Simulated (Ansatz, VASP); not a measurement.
# SiC20 in VASP and in Ansatz

```
C Si
1.0
     4.93005    0.00000    0.00000
    -1.23251    7.07369    0.00000
     0.00000    0.00000   22.12935
C Si
20 1
Direct
  0.38582 0.54327 0.18076
  0.88582 0.54327 0.18076
  0.27220 0.08881 0.22674
  0.77220 0.08881 0.22674
  0.40100 0.60398 0.24207
  0.90100 0.60398 0.24207
  0.02979 0.11916 0.25740
  0.52979 0.11916 0.25740
  0.15859 0.63434 0.27273
  0.65859 0.63434 0.27273
  0.04611 0.18443 0.31991
  0.54611 0.18443 0.31991
  0.15376 0.61504 0.33682
  0.65376 0.61504 0.33682
  0.30848 0.23391 0.34806
  0.80848 0.23391 0.34806
  0.38806 0.55223 0.36300
  0.88806 0.55223 0.36300
  0.34455 0.37820 0.39447
  0.84455 0.37820 0.39447
  0.71955 0.62820 0.53455
```

Alike in both runs: task single point; functional PBE; dispersion D3(BJ); k mesh 6 × 4 × 1; occupations gaussian, width 0.1 eV; no spin polarisation.

```csv
,VASP,Ansatz
version,VASP 6.6.1,Ansatz 0.2.0
potentials or method,"VASP PAW PBE potentials, release 64 (C, Si), cutoff 520 eV","scalar-relativistic, plane waves, PAW"
valence electrons in the cell,84,84
```

Ansatz gave:

- gap on the k mesh at the Fermi level (eV): none
- rms of the force components (eV/Å): 0.741
- work function, face that differs most (eV): 7.31

Task: Estimate VASP's values.

Result: gap on the k mesh at the Fermi level (eV): none; rms of the force components (eV/Å): 0.731; work function, face that differs most (eV): 7.31.

Atom by atom the forces differ by 0.020 eV/Å (rms over components). A gap of «none» marks a metal or a gap that the smearing closes. Ansatz's warnings: vacuum below fermi.
